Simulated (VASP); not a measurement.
Crystal: Al2BAs3.

```
Al B As
1.0
     3.73543    0.00000    0.00000
    -1.86772    3.23498    0.00000
     0.00000    0.00000    9.14990
Al B As
2 1 3
Cartesian
  0.0000 0.0000 0.0000
  1.8677 1.0783 3.0500
  0.0000 2.1567 6.0999
  0.0000 0.0000 2.2875
  1.8677 1.0783 5.3374
  0.0000 2.1567 8.3874
```

* Program: VASP 6.6.1
* Task: relaxation of cell and atoms
* Functional: PBE
* Potentials or basis: VASP PAW PBE potentials, release 64 (Al, B, As)
* Cutoff: 600 eV
* k mesh: 6 × 6 × 2
* Occupations: gaussian, width 0.1 eV
* Spin: no spin polarisation

At the start: pressure 12.2 GPa; volume 18.43 Å³/atom.

Where does the relaxation end?

Over 11 steps the energy falls by 180.9 meV/atom and the volume is 20.39 Å³/atom (+10.7 %); space group P3m1 (No. 156, to 0.1 Å) before and after.

Step by step:
```csv
step,energy change (eV),largest force (eV/Å),pressure (GPa),volume (Å³)
1,0.0000,3.1877,12.15,110.57
2,-0.7038,0.8716,-5.69,134.48
3,-0.8410,1.2489,-1.97,126.65
4,-0.9999,0.5978,-1.02,124.50
5,-1.0478,0.4912,0.22,122.59
6,-1.0483,0.4983,0.06,122.79
7,-1.0807,0.2778,0.13,122.38
8,-1.0811,0.2868,0.14,122.33
9,-1.0852,0.0846,-0.13,122.61
10,-1.0853,0.0606,-0.10,122.57
11,-1.0857,0.0125,0.03,122.35
```

Final structure:
```
Al B As
1.0
     3.84545    0.00000    0.00000
    -1.92272    3.33025    0.00000
     0.00000    0.00000    9.55374
Al B As
2 1 3
Direct
  0.00000 0.00000 0.98932
  0.66667 0.33333 0.34486
  0.33333 0.66667 0.67287
  0.00000 0.00000 0.24682
  0.66667 0.33333 0.60479
  0.33333 0.66667 0.89134
```
